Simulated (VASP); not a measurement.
# GaP (zincblende type) (F-43m) in VASP: notebook

Runs on GaP (zincblende type). Level: PBE. Tasks: single point.

Everything below comes from runs of VASP 6.6.1. Logs are shortened: lines on timing, memory, paths and dates and some standing lists are left out, and cuts for length are marked.

### Step 1. The cell of the first run

The structure is cubic, space group F-43m (No. 216). The conventional cell has a = 5.276 Å, b = 5.276 Å, c = 5.276 Å, α = 90.00°, β = 90.00°, γ = 90.00°. Ga (site symmetry -43m) has 4 P at 2.28 Å within 3.0 Å. P (site symmetry -43m) has 4 Ga at 2.28 Å within 3.0 Å.

### Step 2. Single point, PBE (volume scaled by 0.88)

Input file INCAR:

```
SYSTEM = GaP
  PREC = Accurate
  ENCUT = 520
  EDIFF = 1E-7
  ISMEAR = -1
  SIGMA = 0.1
  LREAL = .False.
  LASPH = .True.
  NELM = 80
  ALGO = Normal
  ISIF = 2
  LWAVE = .False.
  LCHARG = .True.
  GGA = PE
  LELF = .True.
  LVHAR = .True.
  NBANDS = 16
```

Input file KPOINTS:

```
regular mesh
0
Gamma
  12 12 12
  0 0 0
```

Input file POSCAR:

```
GaP
1.0
    0.0000000000      2.6381598911      2.6381598911
    2.6381598911      0.0000000000      2.6381598911
    2.6381598911      2.6381598911      0.0000000000
Ga P
1 1
Direct
    0.0000000000      0.0000000000      0.0000000000
    0.2500000000      0.2500000000      0.2500000000
```

Potentials or basis: VASP PAW PBE potentials, release 64 (Ga_d, P).

The run is started by

```
$ cat potpaw_PBE.64/Ga_d/POTCAR potpaw_PBE.64/P/POTCAR > POTCAR
$ mpirun -np 1 vasp_std > vasp.out
```

OUTCAR:

```text
SYSTEM = GaP
   PREC = Accurate
   ENCUT = 520
   EDIFF = 1E-7
   ISMEAR = -1
   LREAL = .False.
   LASPH = .True.
   NELM = 80
   ISIF = 2
   GGA = PE

 ion  position               nearest neighbor table
   1  0.000  0.000  0.000-   2 2.28   2 2.28   2 2.28   2 2.28
   2  0.250  0.250  0.250-   1 2.28   1 2.28   1 2.28   1 2.28

  LATTYP: Found a face centered cubic cell.
 ALAT       =     5.2763197822

  Lattice vectors:

 A1 = (   0.0000000000,   2.6381598911,   2.6381598911)
 A2 = (   2.6381598911,   0.0000000000,   2.6381598911)
 A3 = (   2.6381598911,   2.6381598911,   0.0000000000)

Analysis of symmetry for initial positions (statically):
=====================================================================
 Subroutine PRICEL returns:
 Original cell was already a primitive cell.

 Routine SETGRP: Setting up the symmetry group for a
 face centered cubic supercell.

 Subroutine GETGRP returns: Found 24 space group operations
 (whereof 24 operations were pure point group operations)
 out of a pool of 48 trial point group operations.

The static configuration has the point symmetry T_d .

Analysis of symmetry for dynamics (positions and initial velocities):
=====================================================================
 Subroutine PRICEL returns:
 Original cell was already a primitive cell.

 Routine SETGRP: Setting up the symmetry group for a
 face centered cubic supercell.

 Subroutine GETGRP returns: Found 24 space group operations
 (whereof 24 operations were pure point group operations)
 out of a pool of 48 trial point group operations.

The dynamic configuration has the point symmetry T_d .

 Subroutine INISYM returns: Found 24 space group operations
 (whereof 24 operations are pure point group operations),
 and found     1 'primitive' translations

----------------------------------------------------------------------------------------

                                     Primitive cell

  volume of cell :      36.7226

  direct lattice vectors                    reciprocal lattice vectors
     0.000000000  2.638159891  2.638159891    -0.189526041  0.189526041  0.189526041
     2.638159891  0.000000000  2.638159891     0.189526041 -0.189526041  0.189526041
     2.638159891  2.638159891  0.000000000     0.189526041  0.189526041 -0.189526041

  length of vectors
     3.730921498  3.730921498  3.730921498     0.328268733  0.328268733  0.328268733

  position of ions in fractional coordinates (direct lattice)
     0.000000000  0.000000000  0.000000000
     0.250000000  0.250000000  0.250000000

  ion indices of the primitive-cell ions
   primitive index   ion index
                 1           1
                 2           2

----------------------------------------------------------------------------------------

 KPOINTS: regular mesh

Automatic generation of k-mesh.
 Grid dimensions read from file:
 generate k-points for:   12   12   12

 Generating k-lattice:

  Cartesian coordinates                     Fractional coordinates (reciprocal lattice)
    -0.015793837  0.015793837  0.015793837     0.083333333  0.000000000  0.000000000
     0.015793837 -0.015793837  0.015793837     0.000000000  0.083333333  0.000000000
     0.015793837  0.015793837 -0.015793837     0.000000000  0.000000000  0.083333333

  Length of vectors
     0.027355728  0.027355728  0.027355728

  Shift w.r.t. Gamma in fractional coordinates (k-lattice)
     0.000000000  0.000000000  0.000000000

 Subroutine IBZKPT returns following result:
 ===========================================

 Found     72 irreducible k-points:

 Following reciprocal coordinates:
            Coordinates               Weight
  0.000000  0.000000  0.000000      1.000000
  0.083333  0.000000  0.000000      8.000000
  0.166667  0.000000  0.000000      8.000000
  0.250000  0.000000  0.000000      8.000000
  0.333333  0.000000  0.000000      8.000000
  0.416667  0.000000  0.000000      8.000000
[... 16 lines left out ...]
  0.500000  0.166667  0.000000     24.000000
 -0.416667  0.166667  0.000000     24.000000
 [... further k-points ...]
   k-points           NKPTS =     72   k-points in BZ     NKDIM =     72   number of bands    NBANDS=     16
   number of dos      NEDOS =    301   number of ions     NIONS =      2
   total plane-waves  NPLWV =  21952
   dimension x,y,z NGX =    28 NGY =   28 NGZ =   28
   dimension x,y,z NGXF=    56 NGYF=   56 NGZF=   56
   ions per type =               1   1
   NGX,Y,Z   is equivalent  to a cutoff of  12.48, 12.48, 12.48 a.u.
   NGXF,Y,Z  is equivalent  to a cutoff of  24.95, 24.95, 24.95 a.u.
 SYSTEM =  GaP
   PREC   = accura    normal or accurate (medium, high low for compatibility)
   ISTART =      0    job   : 0-new  1-cont  2-samecut
   ICHARG =      2    charge: 1-file 2-atom 10-const
   ISPIN  =      1    spin polarized calculation?
   LNONCOLLINEAR =      F non collinear calculations
   LSORBIT =      F    spin-orbit coupling
   LASPH  =      T    aspherical Exc in radial PAW
   ENCUT  =  520.0 eV  38.22 Ry    6.18 a.u.   6.94  6.94  6.94*2*pi/ulx,y,z
   NELM   =     80;   NELMIN=  2; NELMDL= -5     # of ELM steps
   EDIFF  = 0.1E-06   stopping-criterion for ELM
   LREAL  =      F    real-space projection
   EDIFFG = 0.1E-05   stopping-criterion for IOM
   NSW    =      0    number of steps for IOM
   IBRION =     -1    ionic relax: 0-MD 1-quasi-New 2-CG
   NFREE  =      0    steps in history (QN), initial steepest desc. (CG)
   ISIF   =      2    stress and relaxation
   ISYM   =      2    0-nonsym 1-usesym 2-fastsym
   POTIM  = 0.5000    time-step for ionic-motion
   TEBEG  =    0.0;   TEEND  =   0.0 temperature during run
   PSTRESS=    0.0 pullay stress
   NELECT =      18.0000    total number of electrons
   NUPDOWN=      -1.0000    fix difference up-down
   EMIN   =  10.00;   EMAX   =-10.00  energy-range for DOS
   EFERMI =   0.00;   METHOD = LEGACY
   ISMEAR =    -1;   SIGMA  =   0.10  broadening in eV -4-tet -1-fermi 0-gaus
   EFERMI_NEDOS =   21; number of points for ismear=-14 and -15
   IALGO  =     38    algorithm
   IMIX   =      4    mixing-type and parameters
     AMIX     =   0.40;   BMIX     =  1.00
     AMIX_MAG =   1.60;   BMIX_MAG =  1.00
  volume/ion in A,a.u.               =      18.36       123.91
  Fermi-wavevector in a.u.,A,eV,Ry     =   1.290787  2.439234 22.669087  1.666131
  Thomas-Fermi vector in A             =   2.422597
   LORBIT       =      0    0 simple, 1 ext, 2 COOP (PROOUT), +10 PAW based schemes
   GGA     = PE    functional components
   LHFCALC =     F    Hartree Fock is set to
   AEXX    =    0.0000 exact exchange contribution
   IVDW    =     0    specifies the selected vdW correction
   LEPSILON=     F    determine dielectric tensor
   LRPA    =     F    only Hartree local field effects (RPA)
 non-spin polarized calculation
  energy-cutoff  :      520.00
  volume of cell :       36.72
 maximum number of plane-waves:      1004
   NGX = 13   NGY = 13   NGZ = 13

 number of electron      17.9999996 magnetization

 Free energy of the ion-electron system (eV)
  ---------------------------------------------------
  ext. energy  EPLUGINS =         0.00000000
  ---------------------------------------------------
  free energy    TOTEN  =        -8.94715091 eV

  energy without entropy =       -8.94712602  energy(sigma->0) =       -8.94713847

 E-fermi :   6.3960     XC(G=0): -10.2847

 val. band max:        5.7018208724   @ k =   0.0000   0.0000   0.0000
 cond. band min:       7.1058513581   @ k =   0.4167   0.4167   0.0000
 fundamental gap:      1.4040304857
 Fermi energy:         6.3960076161

 k-point     1 :       0.0000    0.0000    0.0000
  band No.  band energies     occupation
      1      -9.0518      2.00000
      2      -9.0518      2.00000
      3      -9.0518      2.00000
      4      -8.9184      2.00000
      5      -8.9184      2.00000
      6      -7.5683      2.00000
[... 8 lines left out ...]
     15      15.6165      0.00000
     16      15.6165      0.00000

 k-point     2 :       0.0833    0.0000    0.0000
  band No.  band energies     occupation
      1      -9.0627      2.00000
      2      -9.0489      2.00000
      3      -9.0489      2.00000
      4      -8.9185      2.00000
      5      -8.9185      2.00000
      6      -7.4642      2.00000
[... 8 lines left out ...]
     15      15.2243      0.00000
     16      15.4181      0.00000

 k-point     3 :       0.1667    0.0000    0.0000
  band No.  band energies     occupation
      1      -9.0894      2.00000
      2      -9.0411      2.00000
      3      -9.0411      2.00000
      4      -8.9183      2.00000
      5      -8.9183      2.00000
      6      -7.1611      2.00000
[... 8 lines left out ...]
     15      14.7248      0.00000
     16      16.1759      0.00000

 k-point     4 :       0.2500    0.0000    0.0000
  band No.  band energies     occupation
      1      -9.1206      2.00000
      2      -9.0318      2.00000
      3      -9.0318      2.00000
      4      -8.9168      2.00000
      5      -8.9168      2.00000
      6      -6.6830      2.00000
[... 8 lines left out ...]
     15      14.7594      0.00000
     16      15.9007      0.00000

 k-point     5 :       0.3333    0.0000    0.0000
  band No.  band energies     occupation
      1      -9.1480      2.00000
      2      -9.0241      2.00000
      3      -9.0241      2.00000
      4      -8.9135      2.00000
      5      -8.9135      2.00000
      6      -6.0766      2.00000
[... 8 lines left out ...]
     15      15.5120      0.00000
     16      15.7661      0.00000

 k-point     6 :       0.4167    0.0000    0.0000
  band No.  band energies     occupation
      1      -9.1664      2.00000
      2      -9.0198      2.00000
      3      -9.0198      2.00000
      4      -8.9097      2.00000
      5      -8.9097      2.00000
      6      -5.4628      2.00000
[... 8 lines left out ...]
     15      16.7514      0.00000
     16      16.7514      0.00000

 k-point     7 :       0.5000    0.0000    0.0000
  band No.  band energies     occupation
      1      -9.1728      2.00000
      2      -9.0184      2.00000
      3      -9.0184      2.00000
      4      -8.9081      2.00000
      5      -8.9081      2.00000
      6      -5.1602      2.00000
[... 8 lines left out ...]
     15      17.6939      0.00000
     16      17.6939      0.00000

 k-point     8 :       0.0833    0.0833    0.0000
  band No.  band energies     occupation
      1      -9.0690      2.00000
      2      -9.0462      2.00000
      3      -9.0462      2.00000
      4      -8.9210      2.00000
      5      -8.9164      2.00000
      6      -7.4299      2.00000
[... 8 lines left out ...]
     15      15.5931      0.00000
     16      15.7301      0.00000

 k-point     9 :       0.1667    0.0833    0.0000
  band No.  band energies     occupation
      1      -9.0902      2.00000
      2      -9.0399      2.00000
      3      -9.0385      2.00000
      4      -8.9235      2.00000
      5      -8.9144      2.00000
      6      -7.1938      2.00000
[... 8 lines left out ...]
     15      15.5582      0.00000
     16      16.4457      0.00000
[... 172 lines left out ...]
 k-point    19 :       0.1667    0.1667    0.0000
  band No.  band energies     occupation
      1      -9.1078      2.00000
      2      -9.0304      2.00000
      3      -9.0304      2.00000
      4      -8.9295      2.00000
      5      -8.9109      2.00000
      6      -7.0287      2.00000
[... 8 lines left out ...]
     15      16.0659      0.00000
     16      17.1623      0.00000

 k-point    20 :       0.2500    0.1667    0.0000
  band No.  band energies     occupation
      1      -9.1300      2.00000
      2      -9.0216      2.00000
      3      -9.0200      2.00000
      4      -8.9341      2.00000
      5      -8.9076      2.00000
      6      -6.6762      2.00000
[... 8 lines left out ...]
     15      16.1904      0.00000
     16      17.9713      0.00000

 k-point    21 :       0.3333    0.1667    0.0000
  band No.  band energies     occupation
      1      -9.1506      2.00000
      2      -9.0156      2.00000
      3      -9.0107      2.00000
      4      -8.9350      2.00000
      5      -8.9047      2.00000
      6      -6.1631      2.00000
[... 8 lines left out ...]
     15      16.6448      0.00000
     16      17.7663      0.00000

 k-point    22 :       0.4167    0.1667    0.0000
  band No.  band energies     occupation
      1      -9.1663      2.00000
      2      -9.0125      2.00000
      3      -9.0049      2.00000
      4      -8.9315      2.00000
      5      -8.9033      2.00000
      6      -5.5517      2.00000
[... 8 lines left out ...]
     15      17.5588      0.00000
     16      17.7923      0.00000

 k-point    23 :       0.5000    0.1667    0.0000
  band No.  band energies     occupation
      1      -9.1747      2.00000
      2      -9.0119      2.00000
      3      -9.0029      2.00000
      4      -8.9249      2.00000
      5      -8.9050      2.00000
      6      -5.0139      2.00000
[... 8 lines left out ...]
     15      17.7188      0.00000
     16      18.5971      0.00000

 k-point    24 :      -0.4167    0.1667    0.0000
  band No.  band energies     occupation
      1      -9.1743      2.00000
      2      -9.0126      2.00000
      3      -9.0042      2.00000
      4      -8.9185      2.00000
      5      -8.9103      2.00000
      6      -4.9167      2.00000
[... 8 lines left out ...]
     15      16.3014      0.00000
     16      18.1607      0.00000

 [... further k-points ...]

------------------------ aborting loop because EDIFF is reached ----------------------------------------

  FORCE on cell =-STRESS in cart. coord.  units (eV):
  Direction    XX          YY          ZZ          XY          YZ          ZX
  --------------------------------------------------------------------------------------
  -------------------------------------------------------------------------------------
  Total        2.9698905      2.9698905      2.9698905      0.0000000      0.0000000      0.0000000
  in kB      129.5739458    129.5739458    129.5739458      0.0000000      0.0000000      0.0000000
  external PRESSURE =     129.5739458 kB  Pullay stress =       0.0000000 kB

 VOLUME and BASIS-vectors are now :
 -----------------------------------------------------------------------------
  energy-cutoff  :      520.00
  volume of cell :       36.72
      direct lattice vectors                 reciprocal lattice vectors
     0.000000000  2.638159891  2.638159891    -0.189526041  0.189526041  0.189526041
     2.638159891  0.000000000  2.638159891     0.189526041 -0.189526041  0.189526041
     2.638159891  2.638159891  0.000000000     0.189526041  0.189526041 -0.189526041

 POSITION                                       TOTAL-FORCE (eV/Angst)
 -----------------------------------------------------------------------------------
      0.00000      0.00000      0.00000         0.000000      0.000000      0.000000
      1.31908      1.31908      1.31908        -0.000000     -0.000000     -0.000000
 -----------------------------------------------------------------------------------
    total drift:                                0.000002      0.000002      0.000002

  FREE ENERGIE OF THE ION-ELECTRON SYSTEM (eV)
  ---------------------------------------------------
  free  energy   TOTEN  =        -8.9471509112 eV

  energy  without entropy=       -8.9471260242  energy(sigma->0) =       -8.94713847
```

Run time: 38 s. Hardware: 1 thread of Intel Xeon 6975P-C (Granite Rapids), shared host; peak memory 0.18 GiB.

Results:

```yaml
Free_energy: -8.9472 eV
Pressure: 13.0 GPa
Band_gap_on_the_k_mesh: 1.40 eV, indirect (least direct gap 2.65 eV)
```

 A k mesh can miss the band edges.

(Part 1 of 2 ends here.)
